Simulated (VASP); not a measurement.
# WC (I4/mmm) in VASP: further runs

The runs below take WC through single point, with PBEsol.

All numbers are computed with VASP 6.6.1; they aren't measurements. Logs are shortened: lines on timing, memory, paths and dates and some standing lists are left out, and cuts for length are marked.

## Step 1: The cell of the first run

Symmetry: I4/mmm, No. 139, tetragonal system. Conventional cell: a = 2.919 Å, b = 2.919 Å, c = 4.563 Å, α = 90.00°, β = 90.00°, γ = 90.00°. Within 2.7 Å of W (site symmetry 4/mmm) lie 6 C at 2.06 to 2.28 Å. C (site symmetry 4/mmm) has 6 W at 2.06 to 2.28 Å within 2.7 Å.

## Step 2: Single point, PBEsol (strain -0.050 along x and y, +0.050 along z)

File INCAR:

```
SYSTEM = WC
ALGO     = Normal         ! electronic algorithm
EDIFF    = 1E-6           ! SCF threshold, eV
ENCUT    = 520            ! plane-wave cutoff, eV
GGA      = PS             ! functional
ISIF     = 2              ! what is computed and relaxed
ISMEAR   = 0              ! smearing method
LASPH    = .True.         ! aspherical terms in the spheres
LCHARG   = .False.        ! write CHGCAR
LREAL    = .False.        ! projectors in reciprocal space
LWAVE    = .False.        ! write WAVECAR
NBANDS   = 16             ! bands
NELM     = 80             ! most SCF steps
PREC     = Accurate       ! precision mode
SIGMA    = 0.15           ! smearing width, eV
```

File KPOINTS:

```
k-points
0
Gamma
  24 24 24
  0 0 0
```

File POSCAR:

```
WC
1.0
    0.0000000000      2.0640511055      2.2813196429
    2.0640511055      0.0000000000      2.2813196429
    2.0640511055      2.0640511055      0.0000000000
W C
1 1
Direct
    0.0000000000      0.0000000000      0.0000000000
    0.5000000000      0.5000000000      0.5000000000
```

Potentials or basis: VASP PAW PBE potentials, release 64 (W_sv, C).

Run with:

```
$ cat potpaw_PBE.64/W_sv/POTCAR potpaw_PBE.64/C/POTCAR > POTCAR
$ mpirun -np 1 vasp_std > vasp.out
```

OUTCAR:

```text
SYSTEM = WC
   EDIFF = 1E-6
   ENCUT = 520
   GGA = PS
   ISIF = 2
   ISMEAR = 0
   LASPH = .True.
   LREAL = .False.
   NELM = 80
   PREC = Accurate

 ion  position               nearest neighbor table
   1  0.000  0.000  0.000-   2 2.06   2 2.06   2 2.06   2 2.06   2 2.28   2 2.28
   2  0.500  0.500  0.500-   1 2.06   1 2.06   1 2.06   1 2.06   1 2.28   1 2.28

  LATTYP: Found a body centered tetragonal cell.
 ALAT       =     2.9190090668
 C/A-ratio  =     1.5630781479

  Lattice vectors:

 A1 = (  -2.0640511055,   0.0000000000,   2.2813196429)
 A2 = (   2.0640511055,   0.0000000000,   2.2813196429)
 A3 = (   0.0000000000,   2.0640511055,  -2.2813196429)

Analysis of symmetry for initial positions (statically):
=====================================================================
 Subroutine PRICEL returns:
 Original cell was already a primitive cell.

 Routine SETGRP: Setting up the symmetry group for a
 body centered tetragonal supercell.

 Subroutine GETGRP returns: Found 16 space group operations
 (whereof 16 operations were pure point group operations)
 out of a pool of 16 trial point group operations.

The static configuration has the point symmetry D_4h.

Analysis of symmetry for dynamics (positions and initial velocities):
=====================================================================
 Subroutine PRICEL returns:
 Original cell was already a primitive cell.

 Routine SETGRP: Setting up the symmetry group for a
 body centered tetragonal supercell.

 Subroutine GETGRP returns: Found 16 space group operations
 (whereof 16 operations were pure point group operations)
 out of a pool of 16 trial point group operations.

The dynamic configuration has the point symmetry D_4h.

 Subroutine INISYM returns: Found 16 space group operations
 (whereof 16 operations are pure point group operations),
 and found     1 'primitive' translations

----------------------------------------------------------------------------------------

                                     Primitive cell

  volume of cell :      19.4382

  direct lattice vectors                    reciprocal lattice vectors
     0.000000000  2.064051105  2.281319643    -0.242242064  0.242242064  0.219171391
     2.064051105  0.000000000  2.281319643     0.242242064 -0.242242064  0.219171391
     2.064051105  2.064051105  0.000000000     0.242242064  0.242242064 -0.219171391

  length of vectors
     3.076479527  3.076479527  2.919009067     0.406692186  0.406692186  0.406692186

  position of ions in fractional coordinates (direct lattice)
[... 79 lines left out ...]
   EDIFF  = 0.1E-05   stopping-criterion for ELM
   LREAL  =      F    real-space projection
   EDIFFG = 0.1E-04   stopping-criterion for IOM
   NSW    =      0    number of steps for IOM
   IBRION =     -1    ionic relax: 0-MD 1-quasi-New 2-CG
   NFREE  =      0    steps in history (QN), initial steepest desc. (CG)
   ISIF   =      2    stress and relaxation
   ISYM   =      2    0-nonsym 1-usesym 2-fastsym
   POTIM  = 0.5000    time-step for ionic-motion
   TEBEG  =    0.0;   TEEND  =   0.0 temperature during run
   PSTRESS=    0.0 pullay stress
   NELECT =      18.0000    total number of electrons
   NUPDOWN=      -1.0000    fix difference up-down
   EMIN   =  10.00;   EMAX   =-10.00  energy-range for DOS
   EFERMI =   0.00;   METHOD = LEGACY
   ISMEAR =     0;   SIGMA  =   0.15  broadening in eV -4-tet -1-fermi 0-gaus
   EFERMI_NEDOS =   21; number of points for ismear=-14 and -15
   IALGO  =     38    algorithm
   IMIX   =      4    mixing-type and parameters
     AMIX     =   0.40;   BMIX     =  1.00
     AMIX_MAG =   1.60;   BMIX_MAG =  1.00
  volume/ion in A,a.u.               =       9.72        65.59
  Fermi-wavevector in a.u.,A,eV,Ry     =   1.595683  3.015404 34.643218  2.546205
  Thomas-Fermi vector in A             =   2.693564
   LORBIT       =      0    0 simple, 1 ext, 2 COOP (PROOUT), +10 PAW based schemes
   GGA     = PS    functional components
   LHFCALC =     F    Hartree Fock is set to
   AEXX    =    0.0000 exact exchange contribution
   IVDW    =     0    specifies the selected vdW correction
   LEPSILON=     F    determine dielectric tensor
   LRPA    =     F    only Hartree local field effects (RPA)
 non-spin polarized calculation
 Gauss-broadening in eV      SIGMA  =   0.15
  energy-cutoff  :      520.00
  volume of cell :       19.44
 maximum number of plane-waves:       549
   NGX = 11   NGY = 11   NGZ = 11

 number of electron      18.0000001 magnetization

 Free energy of the ion-electron system (eV)
  ---------------------------------------------------
  ext. energy  EPLUGINS =         0.00000000
  ---------------------------------------------------
  free energy    TOTEN  =       -22.62461905 eV

  energy without entropy =      -22.61448444  energy(sigma->0) =      -22.61955175

 E-fermi :  13.4749     XC(G=0): -14.2802

 val. band max:       13.4724759685   @ k =  -0.3750   0.2917   0.0417
 cond. band min:      13.4770555500   @ k =  -0.2083   0.4167   0.2083
 fundamental gap:      0.0045795815
 Fermi energy:        13.4749201072

 k-point     1 :       0.0000    0.0000    0.0000
  band No.  band energies     occupation
      1     -61.7506      2.00000
      2     -25.7564      2.00000
      3     -25.7564      2.00000
      4     -25.7506      2.00000
      5      -2.9984      2.00000
      6       9.5611      2.00000
[... 433 lines left out ...]
      3     -25.8938      2.00000
      4     -25.7813      2.00000
      5       1.5816      2.00000
      6       3.7055      2.00000
[... 8 lines left out ...]
     15      25.8883      0.00000
     16      27.0891      0.00000

 [... further k-points ...]

------------------------ aborting loop because EDIFF is reached ----------------------------------------

  FORCE on cell =-STRESS in cart. coord.  units (eV):
  Direction    XX          YY          ZZ          XY          YZ          ZX
  --------------------------------------------------------------------------------------
  -------------------------------------------------------------------------------------
  Total        6.9009410      6.9009410     -1.3694128      0.0000000      0.0000000      0.0000000
  in kB      568.8029881    568.8029881   -112.8724502      0.0000000      0.0000000      0.0000000
  external PRESSURE =     341.5778420 kB  Pullay stress =       0.0000000 kB

 VOLUME and BASIS-vectors are now :
 -----------------------------------------------------------------------------
  energy-cutoff  :      520.00
  volume of cell :       19.44
      direct lattice vectors                 reciprocal lattice vectors
     0.000000000  2.064051105  2.281319643    -0.242242064  0.242242064  0.219171391
     2.064051105  0.000000000  2.281319643     0.242242064 -0.242242064  0.219171391
     2.064051105  2.064051105  0.000000000     0.242242064  0.242242064 -0.219171391

 POSITION                                       TOTAL-FORCE (eV/Angst)
 -----------------------------------------------------------------------------------
      0.00000      0.00000      0.00000         0.000000     -0.000000     -0.000000
      2.06405      2.06405      2.28132        -0.000000      0.000000      0.000000
 -----------------------------------------------------------------------------------
    total drift:                                0.000000     -0.000000     -0.000000

  FREE ENERGIE OF THE ION-ELECTRON SYSTEM (eV)
  ---------------------------------------------------
  free  energy   TOTEN  =       -22.6246190502 eV

  energy  without entropy=      -22.6144844424  energy(sigma->0) =      -22.61955175
```

Run time: 2.6 min. Hardware: 1 thread of AMD EPYC 9R45 (Zen 5), shared host; peak memory 0.39 GiB.

What came out:

```yaml
Free_energy: -22.6246 eV
Pressure: 34.2 GPa
Band_gap_on_the_k_mesh: zero (bands 9 and 10 overlap by 3.40 eV)
```

Stress tensor (GPa, compression positive):
```
 56.88   0.00   0.00
  0.00  56.88   0.00
  0.00   0.00 -11.29
```

Levels at points of the mesh, in eV from the Fermi level:
```
           k point  band 6  band 7  band 8  band 9  band 10  band 11  band 12  band 13
(0.00, 0.00, 0.00)   -3.91   -2.50   -2.50   -2.04    -1.50    -0.97    -0.97    -0.36
(0.50, 0.00, 0.00)  -10.50   -7.38   -7.13    1.00     1.71     2.95     4.93     8.06
(0.50, 0.50, 0.00)   -6.47   -6.39   -2.08   -2.08     1.00     2.61     2.61     5.29
(0.50, 0.00, 0.50)   -6.36   -5.24   -2.92   -2.57     0.86     1.89     3.36     6.96
```

Caveat: the cell differs from its parent crystal (strain -0.050 along x and y, +0.050 along z); the stress differs along the axes, from -11 to 57 GPa; the PAW data sets were made with another functional, which shifts forces and pressure a little; spin-orbit coupling is left out, which moves the levels of the heavy elements.

## Step 3: Single point, PBEsol (strain +0.000 along x and y, -0.050 along z)

File INCAR:

```
ALGO = Normal
EDIFF = 1E-6
ENCUT = 520
GGA = PS
ISIF = 2
ISMEAR = 0
LASPH = T
LCHARG = F
LREAL = F
LWAVE = F
NBANDS = 16
NELM = 60
PREC = Accurate
SIGMA = 0.15
```

File KPOINTS:

```
k-points
0
Gamma
  24 24 24
```

File POSCAR:

```
WC
1.0
    0.0000000000      2.1726853742      2.0640511055
    2.1726853742      0.0000000000      2.0640511055
    2.1726853742      2.1726853742      0.0000000000
W C
1 1
Direct
    0.0000000000      0.0000000000      0.0000000000
    0.5000000000      0.5000000000      0.5000000000
```

Potentials or basis: VASP PAW PBE potentials, release 64 (W_sv, C).

Run with:

```
$ cat potpaw_PBE.64/W_sv/POTCAR potpaw_PBE.64/C/POTCAR > POTCAR
$ mpirun -np 1 vasp_std > vasp.out
```

Run time: 2.6 min. Hardware: 1 thread of AMD EPYC 9R45 (Zen 5), shared host; peak memory 0.39 GiB.

The run converged. Its results:

* Free energy: -22.8346 eV
* Pressure: 26.3 GPa
* Band gap on the k mesh: zero (bands 9 and 10 overlap by 3.38 eV)

Stress tensor (GPa, compression positive):
```
11.33  0.00  0.00
 0.00 11.33  0.00
 0.00  0.00 56.15
```

Levels at points of the mesh, in eV from the Fermi level:
```tsv
k point	band 7	band 8	band 9	band 10	band 11	band 12
(0.00, 0.00, 0.00)	-3.26	-2.58	-1.37	-1.28	-1.28	-0.94
(0.50, 0.00, 0.00)	-7.23	-7.13	1.02	1.51	2.76	5.00
(0.50, 0.50, 0.00)	-5.26	-2.84	-2.84	1.11	2.62	2.62
(0.50, 0.00, 0.50)	-5.96	-2.58	-2.31	0.90	2.33	2.91
```

Caveat: the cell differs from its parent crystal (strain +0.000 along x and y, -0.050 along z); the stress differs along the axes, from 11 to 56 GPa; the PAW data sets were made with another functional, which shifts forces and pressure a little; spin-orbit coupling is left out, which moves the levels of the heavy elements.
